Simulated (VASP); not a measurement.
A run of VASP 6.6.1:

INCAR

```
ALGO = Normal ; EDIFF = 1E-6
EDIFFG = -0.01 ; ENCUT = 600
GGA = PS ; IBRION = 2
ISIF = 3 ; ISMEAR = -1
LASPH = True ; LCHARG = False
LREAL = False ; LWAVE = False
NELM = 80 ; NSW = 60
PREC = Accurate ; PSTRESS = 200.0
SIGMA = 0.1
```

Contents of KPOINTS:

```
k-points
0
Gamma
  7 7 7
```

File POSCAR:

```
TiH
1.0
    0.0000000000      2.0900000000      2.0900000000
    2.0900000000      0.0000000000      2.0900000000
    2.0900000000      2.0900000000      0.0000000000
Ti H
1 1
Direct
    0.0000000000      0.0000000000      0.0000000000
    0.5000000000      0.5000000000      0.5000000000
```

Potentials or basis: VASP PAW PBE potentials, release 64 (Ti_sv, H).

The run is started by

```sh
$ cat potpaw_PBE.64/Ti_sv/POTCAR potpaw_PBE.64/H/POTCAR > POTCAR
$ mpirun -np 1 vasp_std > vasp.out
```

Hardware: 1 thread of Intel Xeon 8259CL, with other jobs on the host.

How long does it take, and how much memory?

Run time: 30 s on 1 thread of Intel Xeon 8259CL, on a shared host, peak memory 0.15 GiB. Counts: scf iterations 40, k points 20, ion steps 4.
